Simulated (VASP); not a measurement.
# Hg (Pm-3n) in VASP: a series of runs

Runs on Hg. Level: PBEsol. Tasks: single point, relaxation of cell and atoms.

All numbers are computed with VASP 6.6.1; they aren't measurements. Logs are shortened: lines on timing, memory, paths and dates and some standing lists are left out, and cuts for length are marked.

**1. The cell of the first run**

The structure is cubic, space group Pm-3n (No. 223). The conventional cell has a = 5.715 Å, b = 5.715 Å, c = 5.715 Å, α = 90.00°, β = 90.00°, γ = 90.00°. Hg (site symmetry m-3) has 12 Hg at 3.20 Å within 4.2 Å. Within 3.8 Å of Hg (site symmetry -4m2) lie 14 Hg at 2.86 to 3.50 Å.

**2. Single point, PBEsol**

The input, INCAR:

```
PREC     = Accurate       # precision mode
ENCUT    = 520            # plane-wave cutoff, eV
EDIFF    = 1E-7           # SCF threshold, eV
ISMEAR   = 0              # smearing method
SIGMA    = 0.02           # smearing width, eV
LREAL    = F              # projectors in reciprocal space
LASPH    = T              # aspherical terms in the spheres
NELM     = 100            # most SCF steps
ALGO     = Normal         # electronic algorithm
ISIF     = 2              # what is computed and relaxed
LWAVE    = F              # write WAVECAR
LCHARG   = T              # write CHGCAR
GGA      = PS             # functional
LELF     = T              # ELF
LVHAR    = T            
NBANDS   = 58             # bands
```

The input, KPOINTS:

```
Automatic mesh
0
Gamma
  4 4 4
```

The input, POSCAR:

```
Hg
1.0
    5.7154186795      0.0000000000      0.0000000000
    0.0000000000      5.7154186795      0.0000000000
    0.0000000000      0.0000000000      5.7154186795
Hg
8
Direct
    0.5000000000      0.5000000000      0.5000000000
    0.0000000000      0.0000000000      0.0000000000
    0.2500000000      0.0000000000      0.5000000000
    0.5000000000      0.2500000000      0.0000000000
    0.5000000000      0.7500000000      0.0000000000
    0.7500000000      0.0000000000      0.5000000000
    0.0000000000      0.5000000000      0.7500000000
    0.0000000000      0.5000000000      0.2500000000
```

Potentials or basis: VASP PAW PBE potentials, release 64 (Hg).

Started as:

```
> cat potpaw_PBE.64/Hg/POTCAR > POTCAR
> mpirun -np 1 vasp_std > vasp.out
```

OUTCAR:

```text
PREC = Accurate
   ENCUT = 520
   EDIFF = 1E-7
   ISMEAR = 0
   LREAL = F
   LASPH = T
   NELM = 100
   ISIF = 2
   GGA = PS

 ion  position               nearest neighbor table
   1  0.500  0.500  0.500-   3 3.20   4 3.20   5 3.20   6 3.20   7 3.20   8 3.20   4 3.20   5 3.20
                             3 3.20   6 3.20   7 3.20   8 3.20
   2  0.000  0.000  0.000-   3 3.20   4 3.20   5 3.20   6 3.20   7 3.20   8 3.20   3 3.20   6 3.20
                             7 3.20   8 3.20   4 3.20   5 3.20
   3  0.250  0.000  0.500-   6 2.86   6 2.86   1 3.20   2 3.20   1 3.20   2 3.20   8 3.50   5 3.50
                             4 3.50   5 3.50   4 3.50   7 3.50   8 3.50   7 3.50
   4  0.500  0.250  0.000-   5 2.86   5 2.86   1 3.20   1 3.20   2 3.20   2 3.20   8 3.50   3 3.50
                             3 3.50   6 3.50   6 3.50   7 3.50   7 3.50   8 3.50
   5  0.500  0.750  0.000-   4 2.86   4 2.86   1 3.20   1 3.20   2 3.20   2 3.20   8 3.50   3 3.50
                             3 3.50   6 3.50   6 3.50   7 3.50   7 3.50   8 3.50
   6  0.750  0.000  0.500-   3 2.86   3 2.86   1 3.20   2 3.20   1 3.20   2 3.20   8 3.50   4 3.50
                             4 3.50   5 3.50   5 3.50   7 3.50   8 3.50   7 3.50
   7  0.000  0.500  0.750-   8 2.86   8 2.86   1 3.20   2 3.20   2 3.20   1 3.20   3 3.50   4 3.50
                             5 3.50   3 3.50   6 3.50   6 3.50   4 3.50   5 3.50
   8  0.000  0.500  0.250-   7 2.86   7 2.86   1 3.20   2 3.20   2 3.20   1 3.20   3 3.50   4 3.50
                             5 3.50   3 3.50   6 3.50   6 3.50   4 3.50   5 3.50

  LATTYP: Found a simple cubic cell.
 ALAT       =     5.7154186795

  Lattice vectors:

 A1 = (   5.7154186795,   0.0000000000,   0.0000000000)
 A2 = (   0.0000000000,   5.7154186795,   0.0000000000)
 A3 = (   0.0000000000,   0.0000000000,   5.7154186795)

Analysis of symmetry for initial positions (statically):
=====================================================================
 Subroutine PRICEL returns:
 Original cell was already a primitive cell.

 Routine SETGRP: Setting up the symmetry group for a
 simple cubic supercell.

 Subroutine GETGRP returns: Found 48 space group operations
 (whereof 24 operations were pure point group operations)
 out of a pool of 48 trial point group operations.

The static configuration has the point symmetry T_h .
 The point group associated with its full space group is O_h .

Analysis of symmetry for dynamics (positions and initial velocities):
=====================================================================
 Subroutine PRICEL returns:
 Original cell was already a primitive cell.

 Routine SETGRP: Setting up the symmetry group for a
 simple cubic supercell.

 Subroutine GETGRP returns: Found 48 space group operations
 (whereof 24 operations were pure point group operations)
 out of a pool of 48 trial point group operations.

The dynamic configuration has the point symmetry T_h .
 The point group associated with its full space group is O_h .

 Subroutine INISYM returns: Found 48 space group operations
 (whereof 24 operations are pure point group operations),
 and found     1 'primitive' translations

----------------------------------------------------------------------------------------

                                     Primitive cell

  volume of cell :     186.6999

  direct lattice vectors                    reciprocal lattice vectors
     5.715418679  0.000000000  0.000000000     0.174965310  0.000000000  0.000000000
     0.000000000  5.715418679  0.000000000     0.000000000  0.174965310  0.000000000
     0.000000000  0.000000000  5.715418679     0.000000000  0.000000000  0.174965310

  length of vectors
     5.715418679  5.715418679  5.715418679     0.174965310  0.174965310  0.174965310

  position of ions in fractional coordinates (direct lattice)
     0.500000000  0.500000000  0.500000000
     0.000000000  0.000000000  0.000000000
     0.250000000  0.000000000  0.500000000
     0.500000000  0.250000000  0.000000000
     0.500000000  0.750000000  0.000000000
     0.750000000  0.000000000  0.500000000
     0.000000000  0.500000000  0.750000000
     0.000000000  0.500000000  0.250000000

  ion indices of the primitive-cell ions
   primitive index   ion index
                 1           1
                 2           2
                 3           3
                 4           4
                 5           5
                 6           6
                 7           7
                 8           8

----------------------------------------------------------------------------------------

 KPOINTS: Automatic mesh

Automatic generation of k-mesh.
 Grid dimensions read from file:
 generate k-points for:    4    4    4

 Generating k-lattice:

  Cartesian coordinates                     Fractional coordinates (reciprocal lattice)
     0.043741327  0.000000000  0.000000000     0.250000000  0.000000000  0.000000000
     0.000000000  0.043741327  0.000000000     0.000000000  0.250000000  0.000000000
     0.000000000  0.000000000  0.043741327     0.000000000  0.000000000  0.250000000

  Length of vectors
     0.043741327  0.043741327  0.043741327

  Shift w.r.t. Gamma in fractional coordinates (k-lattice)
     0.000000000  0.000000000  0.000000000

 Subroutine IBZKPT returns following result:
 ===========================================

 Found     10 irreducible k-points:

 Following reciprocal coordinates:
            Coordinates               Weight
  0.000000  0.000000  0.000000      1.000000
  0.250000  0.000000  0.000000      6.000000
  0.500000  0.000000  0.000000      3.000000
  0.250000  0.250000  0.000000     12.000000
  0.500000  0.250000  0.000000     12.000000
  0.500000  0.500000  0.000000      3.000000
  0.250000  0.250000  0.250000      8.000000
  0.500000  0.250000  0.250000     12.000000
  0.500000  0.500000  0.250000      6.000000
  0.500000  0.500000  0.500000      1.000000
   k-points           NKPTS =     10   k-points in BZ     NKDIM =     10   number of bands    NBANDS=     58
   number of dos      NEDOS =    301   number of ions     NIONS =      8
   total plane-waves  NPLWV = 110592
   dimension x,y,z NGX =    48 NGY =   48 NGZ =   48
   dimension x,y,z NGXF=    96 NGYF=   96 NGZF=   96
   ions per type =               8
   NGX,Y,Z   is equivalent  to a cutoff of  13.96, 13.96, 13.96 a.u.
   NGXF,Y,Z  is equivalent  to a cutoff of  27.92, 27.92, 27.92 a.u.
 SYSTEM =  unknown system
   PREC   = accura    normal or accurate (medium, high low for compatibility)
   ISTART =      0    job   : 0-new  1-cont  2-samecut
   ICHARG =      2    charge: 1-file 2-atom 10-const
   ISPIN  =      1    spin polarized calculation?
   LNONCOLLINEAR =      F non collinear calculations
   LSORBIT =      F    spin-orbit coupling
   LASPH  =      T    aspherical Exc in radial PAW
   ENCUT  =  520.0 eV  38.22 Ry    6.18 a.u.  10.63 10.63 10.63*2*pi/ulx,y,z
   NELM   =    100;   NELMIN=  2; NELMDL= -5     # of ELM steps
   EDIFF  = 0.1E-06   stopping-criterion for ELM
   LREAL  =      F    real-space projection
   EDIFFG = 0.1E-05   stopping-criterion for IOM
   NSW    =      0    number of steps for IOM
   IBRION =     -1    ionic relax: 0-MD 1-quasi-New 2-CG
   NFREE  =      0    steps in history (QN), initial steepest desc. (CG)
   ISIF   =      2    stress and relaxation
   ISYM   =      2    0-nonsym 1-usesym 2-fastsym
   POTIM  = 0.5000    time-step for ionic-motion
   TEBEG  =    0.0;   TEEND  =   0.0 temperature during run
   PSTRESS=    0.0 pullay stress
   NELECT =      96.0000    total number of electrons
   NUPDOWN=      -1.0000    fix difference up-down
   EMIN   =  10.00;   EMAX   =-10.00  energy-range for DOS
   EFERMI =   0.00;   METHOD = LEGACY
   ISMEAR =     0;   SIGMA  =   0.02  broadening in eV -4-tet -1-fermi 0-gaus
   EFERMI_NEDOS =   21; number of points for ismear=-14 and -15
   IALGO  =     38    algorithm
   IMIX   =      4    mixing-type and parameters
     AMIX     =   0.40;   BMIX     =  1.00
     AMIX_MAG =   1.60;   BMIX_MAG =  1.00
  volume/ion in A,a.u.               =      23.34       157.49
  Fermi-wavevector in a.u.,A,eV,Ry     =   1.311547  2.478464 23.404137  1.720156
  Thomas-Fermi vector in A             =   2.442001
   LORBIT       =      0    0 simple, 1 ext, 2 COOP (PROOUT), +10 PAW based schemes
   GGA     = PS    functional components
   LHFCALC =     F    Hartree Fock is set to
   AEXX    =    0.0000 exact exchange contribution
   IVDW    =     0    specifies the selected vdW correction
   LEPSILON=     F    determine dielectric tensor
   LRPA    =     F    only Hartree local field effects (RPA)
 non-spin polarized calculation
 Gauss-broadening in eV      SIGMA  =   0.02
  energy-cutoff  :      520.00
  volume of cell :      186.70
 maximum number of plane-waves:      5056
 NGX is ok and might be reduce to    48
   NGX = 21   NGY = 21   NGZ = 21

 number of electron      96.0000005 magnetization

 Free energy of the ion-electron system (eV)
  ---------------------------------------------------
  ext. energy  EPLUGINS =         0.00000000
  ---------------------------------------------------
  free energy    TOTEN  =        -4.38199999 eV

  energy without entropy =       -4.38031472  energy(sigma->0) =       -4.38115736

 E-fermi :   2.6313     XC(G=0): -11.1106

 val. band max:        2.3524794909   @ k =   0.5000   0.2500   0.0000
 cond. band min:       2.6408092854   @ k =   0.5000   0.2500   0.0000
 fundamental gap:      0.2883297944
 Fermi energy:         2.6312705598

 k-point     1 :       0.0000    0.0000    0.0000
  band No.  band energies     occupation
      1      -6.6577      2.00000
      2      -5.8000      2.00000
      3      -5.8000      2.00000
      4      -5.2877      2.00000
      5      -5.0344      2.00000
      6      -5.0344      2.00000
[... 50 lines left out ...]
     57       7.1081      0.00000
     58       7.1081      0.00000

 k-point     2 :       0.2500    0.0000    0.0000
  band No.  band energies     occupation
      1      -6.3527      2.00000
      2      -5.8066      2.00000
      3      -5.5809      2.00000
      4      -5.2638      2.00000
      5      -5.1666      2.00000
      6      -4.9769      2.00000
[... 483 lines left out ...]
      2      -4.9394      2.00000
      3      -4.9394      2.00000
      4      -4.9394      2.00000
      5      -4.9394      2.00000
      6      -4.9394      2.00000
[... 50 lines left out ...]
     57      10.1924      0.00000
     58      10.1924      0.00000

------------------------ aborting loop because EDIFF is reached ----------------------------------------

  FORCE on cell =-STRESS in cart. coord.  units (eV):
  Direction    XX          YY          ZZ          XY          YZ          ZX
  --------------------------------------------------------------------------------------
  -------------------------------------------------------------------------------------
  Total        0.4339839      0.4339839      0.4339839      0.0000000      0.0000000     -0.0000000
  in kB        3.7242608      3.7242608      3.7242608      0.0000000      0.0000000     -0.0000000
  external PRESSURE =       3.7242608 kB  Pullay stress =       0.0000000 kB

 VOLUME and BASIS-vectors are now :
 -----------------------------------------------------------------------------
  energy-cutoff  :      520.00
  volume of cell :      186.70
      direct lattice vectors                 reciprocal lattice vectors
     5.715418679  0.000000000  0.000000000     0.174965310  0.000000000  0.000000000
     0.000000000  5.715418679  0.000000000     0.000000000  0.174965310  0.000000000
     0.000000000  0.000000000  5.715418679     0.000000000  0.000000000  0.174965310

 POSITION                                       TOTAL-FORCE (eV/Angst)
 -----------------------------------------------------------------------------------
      2.85771      2.85771      2.85771         0.000000     -0.000000      0.000000
      0.00000      0.00000      0.00000         0.000000     -0.000000      0.000000
      1.42885      0.00000      2.85771        -0.000000     -0.000000     -0.000000
      2.85771      1.42885      0.00000        -0.000000     -0.000000      0.000000
      2.85771      4.28656      0.00000         0.000000     -0.000000      0.000000
      4.28656      0.00000      2.85771         0.000000      0.000000      0.000000
      0.00000      2.85771      4.28656        -0.000000      0.000000     -0.000000
      0.00000      2.85771      1.42885         0.000000     -0.000000      0.000000
 -----------------------------------------------------------------------------------
    total drift:                                0.000000     -0.000000      0.000000

  FREE ENERGIE OF THE ION-ELECTRON SYSTEM (eV)
  ---------------------------------------------------
  free  energy   TOTEN  =        -4.3819999876 eV

  energy  without entropy=       -4.3803147228  energy(sigma->0) =       -4.38115736
```

Wall time 2.5 min (1 thread of AMD EPYC 7R43 (Zen 3), shared host); peak memory 0.31 GiB.

Results:

```
Free energy            : -4.3820 eV
Pressure               : 0.4 GPa
Band gap on the k mesh : zero (bands 48 and 49 overlap by 1.10 eV)
```

Caveat: the PAW data sets were made with another functional, which shifts forces and pressure a little; spin-orbit coupling is left out, which moves the levels of the heavy elements.

**3. Relaxation of cell and atoms, PBEsol**

This run uses another cell than the first one, of 32.14 Å³/atom.

The input, INCAR:

```
PREC = Accurate
ENCUT = 600
EDIFF = 1E-6
ISMEAR = 0
SIGMA = 0.02
LREAL = False
LASPH = True
NELM = 100
ALGO = Normal
ISIF = 3
LWAVE = False
LCHARG = False
GGA = PS
IBRION = 2
NSW = 100
EDIFFG = -0.01
```

The input, KPOINTS:

```
regular mesh
0
Gamma
  4 4 4
```

POSCAR, as its differences from that of step 2:

```diff
@@ -2,5 +2,5 @@
 1.0
-    5.7154186795      0.0000000000      0.0000000000
-    0.0000000000      5.7154186795      0.0000000000
-    0.0000000000      0.0000000000      5.7154186795
+    6.3589066570      0.0000000000      0.0000000000
+    0.0000000000      6.3589066570      0.0000000000
+    0.0000000000      0.0000000000      6.3589066570
 Hg
```

Potentials or basis: VASP PAW PBE potentials, release 64 (Hg).

Started as:

```
> cat potpaw_PBE.64/Hg/POTCAR > POTCAR
> mpirun -np 1 vasp_std > vasp.out
```

Run time: 21 min. Hardware: 1 thread of AMD EPYC 7R43 (Zen 3), shared host; peak memory 0.44 GiB.

The run converged. Its results:

```
Free energy                           : -4.3866 eV
Relaxed volume                        : 23.58 Å³/atom
Relaxed cell                          : a = 5.735 Å, b = 5.735 Å, c = 5.735 Å, α = 90.00°, β = 90.00°, γ = 90.00°
Space group after relaxing (to 0.1 Å) : Pm-3n (No. 223)
Energy gained by relaxing             : 105.2 meV/atom
Ionic steps                           : 7
Pressure after relaxing               : -0.1 GPa
Band gap on the k mesh                : zero (bands 48 and 49 overlap by 1.08 eV)
```

Step by step:
```csv
step,energy change (eV),largest force (eV/Å),pressure (GPa),volume (Å³)
1,0.0000,0.0000,-2.70,257.13
2,-0.3154,0.0000,-2.38,237.49
3,-0.8296,0.0000,1.00,184.62
4,-0.7963,0.0000,-1.42,196.82
5,-0.8411,0.0000,-0.21,189.40
6,-0.8416,0.0000,0.08,188.19
7,-0.8417,0.0000,-0.05,188.67
```

Final structure:
```
Hg
1.0
     5.73546    0.00000    0.00000
     0.00000    5.73546    0.00000
     0.00000    0.00000    5.73546
Hg
8
Direct
  0.50000 0.50000 0.50000
  0.00000 0.00000 0.00000
  0.25000 0.00000 0.50000
  0.50000 0.25000 0.00000
  0.50000 0.75000 0.00000
  0.75000 0.00000 0.50000
  0.00000 0.50000 0.75000
  0.00000 0.50000 0.25000
```

Levels at points of the mesh, in eV from the Fermi level:
```tsv
k point	band 46	band 47	band 48	band 49	band 50	band 51
(0.00, 0.00, 0.00)	-2.21	-2.21	0.47	1.76	1.76	1.96
(0.50, 0.00, 0.00)	-1.92	-0.72	-0.72	-0.61	-0.61	2.45
(0.50, 0.50, 0.00)	-0.70	-0.70	-0.50	0.33	0.63	0.63
(0.50, 0.50, 0.50)	-4.24	-3.96	-3.96	5.15	5.15	5.15
```

Caveat: the volume moved by over 15 % at a fixed basis, so the end points are rough; the PAW data sets were made with another functional, which shifts forces and pressure a little; spin-orbit coupling is left out, which moves the levels of the heavy elements.

(Part 1 of 2 ends here.)
